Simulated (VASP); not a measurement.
Crystal: CdTe.

```
Cd Te
1.0
     4.53255    0.00000    0.00000
     2.26628    3.92531    0.00000
     2.26628    1.30844    3.70081
Cd Te
1 1
Direct
  0.00000 0.00000 0.00000
  0.25000 0.25000 0.25000
```

```yaml
Program: VASP 6.6.1
Task: relaxation of cell and atoms
Functional: r2SCAN
Potentials_or_basis: VASP PAW PBE potentials, release 64 (Cd, Te)
Cutoff: 600 eV
k_mesh: 6 × 6 × 6
Occupations: gaussian, width 0.01 eV
Spin: no spin polarisation
```

At the start: pressure 3.3 GPa; volume 32.92 Å³/atom.

Where does the relaxation end?

Over 3 steps the energy falls by 23.3 meV/atom and the volume is 35.31 Å³/atom (+7.3 %); space group F-43m (No. 216, to 0.05 Å).

The path:
```csv
step,energy change (eV),largest force (eV/Å),pressure (GPa),volume (Å³)
1,0.0000,0.0000,3.34,65.84
2,-0.0402,0.0000,-1.03,72.60
3,-0.0467,0.0000,0.01,70.62
```

Final structure:
```yaml
crystal:
  lattice:
    - [4.63971, 0.00000, 0.00000]
    - [2.31985, 4.01811, 0.00000]
    - [2.31985, 1.33937, 3.78831]
  atoms:
    - { symbol: Cd, position: [0.00000, 0.00000, 0.00000] }
    - { symbol: Te, position: [0.25000, 0.25000, 0.25000] }
```

Caveat: the PAW data sets were made with another functional, which shifts forces and pressure a little.
